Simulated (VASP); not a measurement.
## Ti: single point with PBE

Crystal: Ti.

```
CELL_PARAMETERS angstrom
1.94453 0.00000 0.00000
0.00000 1.94453 0.00000
0.00000 0.00000 1.94453
ATOMIC_POSITIONS crystal
Ti 0.00000 0.00000 0.00000
```

This cell differs from its parent crystal: volume scaled by 0.4.

```json
{
 "Program": "VASP 6.6.1",
 "Task": "single point",
 "Functional": "PBE",
 "Potentials or basis": "VASP PAW PBE potentials, release 64 (Ti_sv)",
 "Cutoff": "520 eV",
 "k mesh": "14 × 14 × 14",
 "Occupations": "fermi-dirac, width 0.05 eV",
 "Spin": "no spin polarisation"
}
```

```json
{
  "Pressure": "404.2 GPa",
  "Band gap on the k mesh": "zero (band 6 reaches 22.52 eV, above the bottom of band 7 at 15.04 eV)"
}
```

Levels at points of the mesh, in eV from the Fermi level:
```
           k point  band 4  band 5  band 6  band 7  band 8  band 9
(0.00, 0.00, 0.00)  -29.55   -5.14   -5.14   -4.90    9.54    9.54
(0.50, 0.00, 0.00)  -28.65   -3.09   -0.09    3.36    3.36    4.24
(0.50, 0.50, 0.00)  -27.86   -9.68    0.52    4.83    4.83   13.22
(0.50, 0.50, 0.50)  -34.46   -5.77   -5.77   -5.77    9.53   13.60
```

It took 2.9 s on 1 thread of Intel(R) Xeon(R) 6975P-C (Granite Rapids), on a shared host, peak memory 0.11 GiB.
